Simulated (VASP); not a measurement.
A run of VASP 6.6.1 is set up as follows.

File POSCAR:

```
LiF
1.0
    0.0000000000      2.0140000000      2.0140000000
    2.0140000000      0.0000000000      2.0140000000
    2.0140000000      2.0140000000      0.0000000000
F Li
1 1
Direct
    0.5000000000      0.5000000000      0.5000000000
    0.0000000000      0.0000000000      0.0000000000
```

Contents of INCAR.step1:

```
SYSTEM = LiF
PREC = Accurate
ENCUT = 520
EDIFF = 1E-5
ISMEAR = -1
SIGMA = 0.05
LREAL = .FALSE.
LASPH = .TRUE.
NELM = 100
ALGO = Normal
ISIF = 2
LWAVE = .TRUE.
NBANDS = 12
GGA = PE
```

The input INCAR.step2:

```
SYSTEM = LiF
PREC = Accurate
ENCUT = 520
EDIFF = 1E-6
ISMEAR = -1
SIGMA = 0.05
LREAL = .FALSE.
LASPH = .TRUE.
NELM = 100
ALGO = Normal
ISIF = 2
LWAVE = .FALSE.
LCHARG = .TRUE.
GGA = PE
LHFCALC = .TRUE.
AEXX = 0.25
HFSCREEN = 0.4
PRECFOCK = Normal
LELF = .TRUE.
LVHAR = .TRUE.
NBANDS = 12
ISTART = 1
```

File KPOINTS:

```
regular mesh
0
G
  6 6 6
  0 0 0
```

Potentials or basis: VASP PAW PBE potentials, release 64 (F, Li_sv).

The run is started by

```bash
$ cat potpaw_PBE.64/F/POTCAR potpaw_PBE.64/Li_sv/POTCAR > POTCAR
$ cp INCAR.step1 INCAR
$ mpirun -np 1 vasp_std > vasp.out
$ cp INCAR.step2 INCAR
$ mpirun -np 1 vasp_std > vasp.out
```

Task: What does it give for the band gap on the k mesh?

Result: 10.82 eV.

Caveat: the k points lie up to 0.45 Å⁻¹ apart.
